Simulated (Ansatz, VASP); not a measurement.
## Mg in VASP and in Ansatz

```
CELL_PARAMETERS angstrom
2.65862 0.00000 0.00000
0.00000 2.65862 0.00000
0.00000 0.00000 2.65862
ATOMIC_POSITIONS crystal
Mg 0.00000 0.00000 0.00000
```

Change from the starting cell: volume scaled by 0.68, LAPW.

Alike in both runs: task single point; functional PBE; k mesh 13 × 13 × 13; occupations fermi-dirac, width 0.1 eV; no spin polarisation.

|  | VASP | Ansatz |
| --- | --- | --- |
| version | VASP 6.6.1 | Ansatz 0.2.0 |
| potentials or method | VASP PAW PBE potentials, release 64 (Mg), cutoff 520 eV | all-electron LAPW, scalar-relativistic |

```csv
,VASP,Ansatz,Ansatz less VASP
pressure (GPa),18.2,18.2,-0.07
```

Ansatz ran all-electron here, and VASP with PAW potentials.
